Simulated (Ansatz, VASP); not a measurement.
## One calculation of Te2Mo, two programs

File INCAR:

```
ALGO = Normal ; DIPOL = 0.5 0.5 0.410
EDIFF = 1E-6 ; ENCUT = 520
GGA = PE ; IDIPOL = 3
ISIF = 2 ; ISMEAR = 0
IVDW = 12 ; LASPH = True
LCHARG = True ; LDIPOL = True
LELF = True ; LREAL = False
LVACPOTAV = True ; LVHAR = True
LWAVE = False ; NBANDS = 35
NELM = 60 ; PREC = Accurate
SIGMA = 0.05
```

KPOINTS

```
k-points
0
Gamma
  9 9 1
```

The input POSCAR:

```
Te2Mo
1.0
    3.5038817216      0.0000000000      0.0000000000
   -1.7519408608      3.0344505828      0.0000000000
    0.0000000000      0.0000000000     24.7677194079
Te Mo
4 2
Direct
    0.3333333333      0.6666666667      0.1816881048
    0.3333333333      0.6666666667      0.3284056788
    0.3333333333      1.0000000000      0.4911174704
    0.3333333333      1.0000000000      0.6378350444
    0.6666666667      0.3333333333      0.2550468918
    0.0000000000      1.3333333333      0.5644762574
```

Input for Ansatz:

```yaml
crystal:
  lattice:
    - [3.5038817216, 0.0, 0.0]
    - [-1.7519408608, 3.0344505828, 0.0]
    - [0.0, 0.0, 24.7677194079]
  atoms:
    - { symbol: Te, position: [0.3333333333, 0.6666666667, 0.1816881048] }
    - { symbol: Mo, position: [0.6666666667, 0.3333333333, 0.2550468918] }
    - { symbol: Te, position: [0.3333333333, 0.6666666667, 0.3284056788] }
    - { symbol: Te, position: [0.3333333333, 1.0, 0.4911174704] }
    - { symbol: Mo, position: [0.0, 1.3333333333, 0.5644762574] }
    - { symbol: Te, position: [0.3333333333, 1.0, 0.6378350444] }
basis:
  ecutwfc: 420
kpoints:
  mp_grid: { grid: [9, 9, 1] }
hamiltonian:
  xc: pbe
  pseudopotentials: { kind: paw, azcp: { folder: soft_1 } }
  dispersion: d3bj
scf:
  occupations: { method: gaussian, width: 0.05 }
output:
  forces: true
  eigenvalues: true
efield:
  axis: 3
  dipole_correction: true
  ramp_width: 0.04
```

Alike in both runs: task single point; functional PBE; dispersion D3(BJ); k mesh 9 × 9 × 1; occupations gaussian, width 0.05 eV; no spin polarisation.

```csv
,VASP,Ansatz
version,VASP 6.6.1,Ansatz 0.2.0
potentials or method,"VASP PAW PBE potentials, release 64 (Te, Mo_sv), cutoff 520 eV","scalar-relativistic, plane waves, PAW"
valence electrons in the cell,52,92
```

|  | VASP | Ansatz | Ansatz less VASP |
| --- | --- | --- | --- |
| gap on the k mesh at the Fermi level (eV) | 1.16 | 1.16 | -0.004 |
| least direct gap on the mesh (eV) | 1.17 | 1.17 | +0.001 |
| rms of the force components (eV/Å) | 0.034 | 0.030 | -0.0041 |

VASP's potentials hold 52 valence electrons a cell and Ansatz's 92, so a difference there can come from the potentials and not from the codes.

Spin-orbit coupling is off throughout.
